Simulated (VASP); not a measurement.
# In3As (P4/mmm) in VASP: further runs

In3As is run at these levels: PBEsol+D3(BJ); tasks: single point.

All numbers are computed with VASP 6.6.1; they aren't measurements. Logs are shortened: lines on timing, memory, paths and dates and some standing lists are left out, and cuts for length are marked.

**1. The cell of the first run**

It takes space group P4/mmm (No. 123, tetragonal). The conventional cell has a = 4.502 Å, b = 4.502 Å, c = 4.322 Å, α = 90.00°, β = 90.00°, γ = 90.00°. Within 4.1 Å of In (site symmetry mmm) lie 8 In at 3.12 to 3.18 Å and 4 As at 3.12 Å. Within 4.1 Å of In (site symmetry 4/mmm) lie 8 In at 3.12 Å and 4 As at 3.18 Å. As (site symmetry 4/mmm) has 12 In at 3.12 to 3.18 Å within 4.1 Å.

**2. Single point, PBEsol+D3(BJ) (strain -0.0400 x Voigt [0, 1, 0, 0, 0, 0])**

Contents of INCAR:

```
ALGO = Fast
EDIFF = 1E-6
ENCUT = 520
GGA = PS
ISIF = 2
ISMEAR = 0
IVDW = 12
LASPH = True
LCHARG = False
LREAL = False
LWAVE = False
NBANDS = 30
NELM = 80
PREC = Accurate
SIGMA = 0.15
```

Contents of KPOINTS:

```
k-points
0
Gamma
  10 10 10
```

Contents of POSCAR:

```
In3As
1.0
    4.5024438172      0.0000000000      0.0000000000
    0.0000000000      4.3223460645      0.0000000000
    0.0000000000      0.0000000000      4.5024438172
In As
3 1
Direct
    0.0000000000      0.5000000000      0.5000000000
    0.5000000000      0.0000000000      0.5000000000
    0.5000000000      0.5000000000      0.0000000000
    0.0000000000      0.0000000000      0.0000000000
```

Potentials or basis: VASP PAW PBE potentials, release 64 (In_d, As).

Started as:

```
$ cat potpaw_PBE.64/In_d/POTCAR potpaw_PBE.64/As/POTCAR > POTCAR
$ mpirun -np 1 vasp_std > vasp.out
```

OUTCAR:

```text
EDIFF = 1E-6
   ENCUT = 520
   GGA = PS
   ISIF = 2
   ISMEAR = 0
   IVDW = 12
   LASPH = True
   LREAL = False
   NELM = 80
   PREC = Accurate
 IVDW          = 12

 ion  position               nearest neighbor table
   1  0.000  0.500  0.500-   2 3.12   4 3.12   4 3.12   2 3.12   4 3.12   4 3.12   2 3.12   2 3.12
                             3 3.18   3 3.18   3 3.18   3 3.18
   2  0.500  0.000  0.500-   1 3.12   3 3.12   3 3.12   1 3.12   3 3.12   3 3.12   1 3.12   1 3.12
                             4 3.18   4 3.18   4 3.18   4 3.18
   3  0.500  0.500  0.000-   2 3.12   4 3.12   2 3.12   2 3.12   4 3.12   2 3.12   4 3.12   4 3.12
                             1 3.18   1 3.18   1 3.18   1 3.18
   4  0.000  0.000  0.000-   1 3.12   3 3.12   1 3.12   1 3.12   3 3.12   1 3.12   3 3.12   3 3.12
                             2 3.18   2 3.18   2 3.18   2 3.18

  LATTYP: Found a simple tetragonal cell.
 ALAT       =     4.5024438172
 C/A-ratio  =     0.9600000000

  Lattice vectors:

 A1 = (  -4.5024438172,   0.0000000000,   0.0000000000)
 A2 = (   0.0000000000,   0.0000000000,   4.5024438172)
 A3 = (   0.0000000000,   4.3223460645,   0.0000000000)

Analysis of symmetry for initial positions (statically):
=====================================================================
 Subroutine PRICEL returns:
 Original cell was already a primitive cell.

 Routine SETGRP: Setting up the symmetry group for a
 simple tetragonal supercell.

 Subroutine GETGRP returns: Found 16 space group operations
 (whereof 16 operations were pure point group operations)
 out of a pool of 16 trial point group operations.

The static configuration has the point symmetry D_4h.

Analysis of symmetry for dynamics (positions and initial velocities):
=====================================================================
 Subroutine PRICEL returns:
 Original cell was already a primitive cell.

 Routine SETGRP: Setting up the symmetry group for a
 simple tetragonal supercell.

 Subroutine GETGRP returns: Found 16 space group operations
 (whereof 16 operations were pure point group operations)
 out of a pool of 16 trial point group operations.

The dynamic configuration has the point symmetry D_4h.

 Subroutine INISYM returns: Found 16 space group operations
 (whereof 16 operations are pure point group operations),
 and found     1 'primitive' translations

----------------------------------------------------------------------------------------

                                     Primitive cell

  volume of cell :      87.6226

  direct lattice vectors                    reciprocal lattice vectors
     4.502443817  0.000000000  0.000000000     0.222101605  0.000000000  0.000000000
     0.000000000  4.322346064  0.000000000     0.000000000  0.231355839  0.000000000
     0.000000000  0.000000000  4.502443817     0.000000000  0.000000000  0.222101605

  length of vectors
     4.502443817  4.322346064  4.502443817     0.222101605  0.231355839  0.222101605

  position of ions in fractional coordinates (direct lattice)
     0.000000000  0.500000000  0.500000000
     0.500000000  0.000000000  0.500000000
     0.500000000  0.500000000  0.000000000
     0.000000000  0.000000000  0.000000000

  ion indices of the primitive-cell ions
   primitive index   ion index
                 1           1
                 2           2
                 3           3
                 4           4

----------------------------------------------------------------------------------------

 KPOINTS: k-points

Automatic generation of k-mesh.
 Grid dimensions read from file:
 generate k-points for:   10   10   10

 Generating k-lattice:

  Cartesian coordinates                     Fractional coordinates (reciprocal lattice)
     0.022210161  0.000000000  0.000000000     0.100000000  0.000000000  0.000000000
     0.000000000  0.023135584  0.000000000     0.000000000  0.100000000  0.000000000
     0.000000000  0.000000000  0.022210161     0.000000000  0.000000000  0.100000000

  Length of vectors
     0.022210161  0.023135584  0.022210161

  Shift w.r.t. Gamma in fractional coordinates (k-lattice)
     0.000000000  0.000000000  0.000000000

 Subroutine IBZKPT returns following result:
 ===========================================

 Found    126 irreducible k-points:

 Following reciprocal coordinates:
            Coordinates               Weight
  0.000000  0.000000  0.000000      1.000000
  0.100000  0.000000  0.000000      4.000000
  0.200000  0.000000  0.000000      4.000000
  0.300000  0.000000  0.000000      4.000000
  0.400000  0.000000  0.000000      4.000000
  0.500000  0.000000  0.000000      2.000000
[... 16 lines left out ...]
  0.400000  0.300000  0.000000      8.000000
  0.500000  0.300000  0.000000      4.000000
 [... further k-points ...]
   k-points           NKPTS =    126   k-points in BZ     NKDIM =    126   number of bands    NBANDS=     30
[... 38 lines left out ...]
  volume/ion in A,a.u.               =      21.91       147.83
  Fermi-wavevector in a.u.,A,eV,Ry     =   1.301229  2.458966 23.037336  1.693196
  Thomas-Fermi vector in A             =   2.432376
   LORBIT       =      0    0 simple, 1 ext, 2 COOP (PROOUT), +10 PAW based schemes
   GGA     = PS    functional components
   LHFCALC =     F    Hartree Fock is set to
   AEXX    =    0.0000 exact exchange contribution
   IVDW    =    12    specifies the selected vdW correction
   LEPSILON=     F    determine dielectric tensor
   LRPA    =     F    only Hartree local field effects (RPA)
 non-spin polarized calculation
 RMM-DIIS sequential band-by-band and
 Gauss-broadening in eV      SIGMA  =   0.15
  energy-cutoff  :      520.00
  volume of cell :       87.62
 maximum number of plane-waves:      2384
 NGX is ok and might be reduce to    36
   NGX = 17   NGY = 17   NGZ = 17

 number of electron      44.0000025 magnetization

 Free energy of the ion-electron system (eV)
  ---------------------------------------------------
  ext. energy  EPLUGINS =         0.00000000
  ---------------------------------------------------
  free energy    TOTEN  =       -13.62819228 eV

  energy without entropy =      -13.60483201  energy(sigma->0) =      -13.61651215

 E-fermi :   8.3509     XC(G=0): -11.0125

 val. band max:        8.3496249011   @ k =   0.5000   0.0000   0.1000
 cond. band min:       8.3651483889   @ k =   0.3000   0.2000   0.2000
 fundamental gap:      0.0155234878
 Fermi energy:         8.3509430889

 k-point     1 :       0.0000    0.0000    0.0000
  band No.  band energies     occupation
      1      -6.6489      2.00000
      2      -6.6118      2.00000
      3      -6.6118      2.00000
      4      -6.5674      2.00000
      5      -6.3932      2.00000
      6      -6.3481      2.00000
[... 22 lines left out ...]
     29      14.7644      0.00000
     30      15.5790      0.00000

 k-point     2 :       0.1000    0.0000    0.0000
  band No.  band energies     occupation
      1      -6.6337      2.00000
      2      -6.6089      2.00000
      3      -6.5950      2.00000
      4      -6.5530      2.00000
      5      -6.3883      2.00000
      6      -6.3388      2.00000
[... 22 lines left out ...]
     29      15.1291      0.00000
     30      16.1237      0.00000

 k-point     3 :       0.2000    0.0000    0.0000
  band No.  band energies     occupation
      1      -6.6010      2.00000
      2      -6.5906      2.00000
      3      -6.5459      2.00000
      4      -6.5107      2.00000
      5      -6.3773      2.00000
      6      -6.3095      2.00000
[... 22 lines left out ...]
     29      15.8420      0.00000
     30      16.2289      0.00000

 k-point     4 :       0.3000    0.0000    0.0000
  band No.  band energies     occupation
      1      -6.5910      2.00000
      2      -6.5283      2.00000
      3      -6.4685      2.00000
      4      -6.4443      2.00000
      5      -6.3644      2.00000
      6      -6.2630      2.00000
[... 616 lines left out ...]
     29      13.7138      0.00000
     30      13.8599      0.00000

 k-point    23 :       0.4000    0.3000    0.0000
  band No.  band energies     occupation
      1      -6.4653      2.00000
      2      -6.4469      2.00000
      3      -6.3446      2.00000
      4      -6.3260      2.00000
      5      -6.3175      2.00000
      6      -6.2526      2.00000
[... 22 lines left out ...]
     29      13.7956      0.00000
     30      14.5232      0.00000

 k-point    24 :       0.5000    0.3000    0.0000
  band No.  band energies     occupation
      1      -6.4585      2.00000
      2      -6.4028      2.00000
      3      -6.3902      2.00000
      4      -6.3109      2.00000
      5      -6.2889      2.00000
      6      -6.2171      2.00000
[... 22 lines left out ...]
     29      13.7675      0.00000
     30      15.9240      0.00000

 [... further k-points ...]

------------------------ aborting loop because EDIFF is reached ----------------------------------------

 Edisp (eV)   -1.65455

 E8    (eV) :    -1.1687

  FORCE on cell =-STRESS in cart. coord.  units (eV):
  Direction    XX          YY          ZZ          XY          YZ          ZX
  --------------------------------------------------------------------------------------
  -------------------------------------------------------------------------------------
  Total       1.64563     1.17809     1.64563     0.00000     0.00000     0.00000
  in kB      30.09023    21.54127    30.09023     0.00000     0.00000     0.00000
  external pressure =       27.24 kB  Pullay stress =        0.00 kB

 VOLUME and BASIS-vectors are now :
 -----------------------------------------------------------------------------
  energy-cutoff  :      520.00
  volume of cell :       87.62
      direct lattice vectors                 reciprocal lattice vectors
     4.502443817  0.000000000  0.000000000     0.222101605  0.000000000  0.000000000
     0.000000000  4.322346064  0.000000000     0.000000000  0.231355839  0.000000000
     0.000000000  0.000000000  4.502443817     0.000000000  0.000000000  0.222101605

 POSITION                                       TOTAL-FORCE (eV/Angst)
 -----------------------------------------------------------------------------------
      0.00000      2.16117      2.25122         0.000000      0.000000      0.000000
      2.25122      0.00000      2.25122         0.000000      0.000000      0.000000
      2.25122      2.16117      0.00000         0.000000      0.000000      0.000000
      0.00000      0.00000      0.00000         0.000000      0.000000      0.000000
 -----------------------------------------------------------------------------------
    total drift:                                0.000000      0.000000      0.000000

  FREE ENERGIE OF THE ION-ELECTRON SYSTEM (eV)
  ---------------------------------------------------
  free  energy   TOTEN  =       -15.2827443529 eV

  energy  without entropy=      -15.2593840854  energy(sigma->0) =      -15.27106422
```

Run time: 2.2 min. Hardware: 1 thread of Intel Xeon 6975P-C (Granite Rapids), shared host; peak memory 0.4 GiB.

Results:

```yaml
Free_energy: -15.2827 eV
Pressure: 2.7 GPa
Band_gap_on_the_k_mesh: zero (bands 22 and 23 overlap by 5.13 eV)
Dispersion_energy_per_atom: -0.414 eV
```

Stress tensor (GPa, compression positive):
```
3.01 0.00 0.00
0.00 2.15 0.00
0.00 0.00 3.01
```

Levels at points of the mesh, in eV from the Fermi level:
| k point | band 19 | band 20 | band 21 | band 22 | band 23 | band 24 | band 25 | band 26 |
| --- | --- | --- | --- | --- | --- | --- | --- | --- |
| (0.00, 0.00, 0.00) | -3.74 | -3.32 | -2.05 | -1.46 | 2.08 | 2.08 | 2.25 | 4.82 |
| (0.50, 0.00, 0.00) | -2.24 | -1.87 | -0.88 | -0.62 | -0.10 | 0.12 | 1.25 | 5.25 |
| (0.00, 0.50, 0.00) | -2.05 | -2.05 | -0.97 | -0.41 | -0.41 | -0.28 | 0.96 | 4.90 |
| (0.50, 0.50, 0.00) | -6.51 | -1.11 | -0.74 | 0.45 | 0.54 | 1.68 | 1.72 | 1.81 |
| (0.50, 0.00, 0.50) | -6.69 | -0.91 | -0.27 | 1.00 | 1.00 | 2.04 | 2.04 | 2.44 |
| (0.50, 0.50, 0.50) | -4.88 | -4.45 | -4.45 | -4.43 | -4.13 | 5.10 | 5.10 | 5.73 |

Caveat: the cell differs from its parent crystal (strain -0.0400 x Voigt [0, 1, 0, 0, 0, 0]); the PAW data sets were made with another functional, which shifts forces and pressure a little; spin-orbit coupling is left out, which moves the levels of the heavy elements.

**3. Single point, PBEsol+D3(BJ) (strain -0.0300 x Voigt [0, 1, 0, 0, 0, 0])**

Contents of INCAR:

```
SYSTEM = In3As
PREC = Accurate
ENCUT = 520
EDIFF = 1E-7
ISMEAR = 0
SIGMA = 0.15
LREAL = .False.
LASPH = .True.
NELM = 60
ALGO = Fast
ISIF = 2
LWAVE = .False.
LCHARG = .False.
GGA = PS
IVDW = 12
NBANDS = 30
```

Contents of KPOINTS:

```
Automatic mesh
0
Gamma
  10 10 10
  0 0 0
```

Edit POSCAR of step 2 so:

```diff
@@ -3,3 +3,3 @@
     4.5024438172      0.0000000000      0.0000000000
-    0.0000000000      4.3223460645      0.0000000000
+    0.0000000000      4.3673705027      0.0000000000
     0.0000000000      0.0000000000      4.5024438172
```

Potentials or basis: VASP PAW PBE potentials, release 64 (In_d, As).

Started as:

```
$ cat potpaw_PBE.64/In_d/POTCAR potpaw_PBE.64/As/POTCAR > POTCAR
$ mpirun -np 1 vasp_std > vasp.out
```

Wall time 3.2 min (1 thread of Intel Xeon 6975P-C (Granite Rapids), shared host); peak memory 0.4 GiB.

It converged, with:

- Free energy: -15.2933 eV
- Pressure: 1.9 GPa
- Band gap on the k mesh: zero (bands 22 and 23 overlap by 4.98 eV)
- Dispersion energy per atom: -0.409 eV

Stress tensor (GPa, compression positive):
```
2.15 0.00 0.00
0.00 1.49 0.00
0.00 0.00 2.15
```

Levels at points of the mesh, in eV from the Fermi level:
```
           k point  band 20  band 21  band 22  band 23  band 24  band 25
(0.00, 0.00, 0.00)    -3.34    -1.98    -1.55     2.11     2.11     2.22
(0.50, 0.00, 0.00)    -1.88    -0.85    -0.53    -0.15     0.03     1.24
(0.00, 0.50, 0.00)    -2.01    -0.95    -0.38    -0.38    -0.23     1.03
(0.50, 0.50, 0.00)    -1.07    -0.69     0.49     0.56     1.72     1.75
(0.50, 0.00, 0.50)    -0.93    -0.34     0.90     0.90     1.99     1.99
(0.50, 0.50, 0.50)    -4.43    -4.43    -4.42    -4.07     5.12     5.12
```

Caveat: the cell differs from its parent crystal (strain -0.0300 x Voigt [0, 1, 0, 0, 0, 0]); the PAW data sets were made with another functional, which shifts forces and pressure a little; spin-orbit coupling is left out, which moves the levels of the heavy elements.

**4. Single point, PBEsol+D3(BJ) (strain -0.0200 x Voigt [0, 1, 0, 0, 0, 0])**

Contents of INCAR:

```
  ALGO = Fast
  EDIFF = 1E-7
  ENCUT = 520
  GGA = PS
  ISIF = 2
  ISMEAR = 0
  IVDW = 12
  LASPH = True
  LCHARG = False
  LREAL = False
  LWAVE = False
  NBANDS = 30
  NELM = 60
  PREC = Accurate
  SIGMA = 0.15
```

Contents of KPOINTS:

```
k-points
0
Gamma
  10 10 10
```

Edit POSCAR of step 3 so:

```diff
@@ -3,3 +3,3 @@
     4.5024438172      0.0000000000      0.0000000000
-    0.0000000000      4.3673705027      0.0000000000
+    0.0000000000      4.4123949409      0.0000000000
     0.0000000000      0.0000000000      4.5024438172
```

Started as:

```
$ cat potpaw_PBE.64/In_d/POTCAR potpaw_PBE.64/As/POTCAR > POTCAR
$ mpirun -np 1 vasp_std > vasp.out
```

It took 3.1 min on 1 thread of Intel Xeon 6975P-C (Granite Rapids), shared host; peak memory 0.41 GiB.

It converged, with:

```
Free energy                : -15.3006 eV
Pressure                   : 1.3 GPa
Band gap on the k mesh     : zero (bands 22 and 23 overlap by 4.83 eV)
Dispersion energy per atom : -0.405 eV
```

Stress tensor (GPa, compression positive):
```
1.40 0.00 0.00
0.00 0.96 0.00
0.00 0.00 1.40
```

Levels at points of the mesh, in eV from the Fermi level:
```csv
k point,band 19,band 20,band 21,band 22,band 23,band 24,band 25,band 26
"(0.00, 0.00, 0.00)",-3.56,-3.36,-1.92,-1.63,2.13,2.13,2.19,4.78
"(0.50, 0.00, 0.00)",-2.07,-1.89,-0.84,-0.45,-0.20,-0.03,1.24,5.13
"(0.00, 0.50, 0.00)",-1.98,-1.98,-0.93,-0.34,-0.34,-0.18,1.10,4.97
"(0.50, 0.50, 0.00)",-6.43,-1.03,-0.63,0.53,0.58,1.77,1.78,1.89
"(0.50, 0.00, 0.50)",-6.51,-0.94,-0.41,0.80,0.80,1.94,1.94,2.22
"(0.50, 0.50, 0.50)",-4.75,-4.41,-4.41,-4.40,-4.02,5.14,5.14,5.45
```

Caveat: the cell differs from its parent crystal (strain -0.0200 x Voigt [0, 1, 0, 0, 0, 0]); the PAW data sets were made with another functional, which shifts forces and pressure a little; spin-orbit coupling is left out, which moves the levels of the heavy elements.

**5. Single point, PBEsol+D3(BJ) (strain -0.0100 x Voigt [0, 1, 0, 0, 0, 0])**

Contents of INCAR:

```
PREC = Accurate
ENCUT = 520
EDIFF = 1E-6
ISMEAR = 0
SIGMA = 0.15
LREAL = False
LASPH = True
NELM = 100
ALGO = Fast
ISIF = 2
LWAVE = False
LCHARG = False
GGA = PS
IVDW = 12
NBANDS = 30
```

Contents of KPOINTS:

```
regular mesh
0
Gamma
  10 10 10
```

Edit POSCAR of step 4 so:

```diff
@@ -3,3 +3,3 @@
     4.5024438172      0.0000000000      0.0000000000
-    0.0000000000      4.4123949409      0.0000000000
+    0.0000000000      4.4574193790      0.0000000000
     0.0000000000      0.0000000000      4.5024438172
```

Started as:

```
$ cat potpaw_PBE.64/In_d/POTCAR potpaw_PBE.64/As/POTCAR > POTCAR
$ mpirun -np 1 vasp_std > vasp.out
```

It took 2.5 min on 1 thread of Intel Xeon 6975P-C (Granite Rapids), shared host; peak memory 0.42 GiB.

The run converged. Its results:

| Item | Value |
| --- | --- |
| Free energy | -15.3051 eV |
| Pressure | 0.3 GPa |
| Band gap on the k mesh | zero (bands 22 and 23 overlap by 4.69 eV) |
| Dispersion energy per atom | -0.401 eV |

Stress tensor (GPa, compression positive):
```
0.34 0.00 0.00
0.00 0.14 0.00
0.00 0.00 0.34
```

Levels at points of the mesh, in eV from the Fermi level:
```
           k point  band 20  band 21  band 22  band 23  band 24  band 25
(0.00, 0.00, 0.00)    -3.37    -1.85    -1.72     2.14     2.14     2.17
(0.50, 0.00, 0.00)    -1.91    -0.86    -0.36    -0.24    -0.08     1.23
(0.00, 0.50, 0.00)    -1.95    -0.92    -0.31    -0.31    -0.13     1.17
(0.50, 0.50, 0.00)    -1.00    -0.58     0.57     0.59     1.81     1.82
(0.50, 0.00, 0.50)    -0.95    -0.47     0.70     0.70     1.89     1.89
(0.50, 0.50, 0.50)    -4.39    -4.39    -4.39    -3.97     5.15     5.15
```

Caveat: the cell differs from its parent crystal (strain -0.0100 x Voigt [0, 1, 0, 0, 0, 0]); the PAW data sets were made with another functional, which shifts forces and pressure a little; spin-orbit coupling is left out, which moves the levels of the heavy elements.

**6. Summary**

```csv
cell,further INCAR settings,gap on the mesh (eV),pressure (GPa)
"a = 4.502, b = 4.322 Å, 4 atoms",ALGO = Fast; EDIFF = 1e-06; NBANDS = 30,none,2.7
"a = 4.502, b = 4.367 Å, 4 atoms",ALGO = Fast; EDIFF = 1e-07; NBANDS = 30,none,1.9
"a = 4.502, b = 4.412 Å, 4 atoms",ALGO = Fast; EDIFF = 1e-07; NBANDS = 30,none,1.3
"a = 4.502, b = 4.457 Å, 4 atoms",ALGO = Fast; EDIFF = 1e-06; NBANDS = 30,none,0.3
```

Alike in all rows: task single point; level PBEsol+D3(BJ); potentials or basis VASP PAW PBE potentials, release 64 (In_d, As); no spin polarisation; k mesh 10 × 10 × 10; cutoff (eV) 520; smearing gaussian 0.15 eV.

Caveats: the PAW data sets were made with another functional, which shifts forces and pressure a little; spin-orbit coupling is left out, which moves the levels of the heavy elements.

Absolute energies hang on the potentials; compare differences alone.
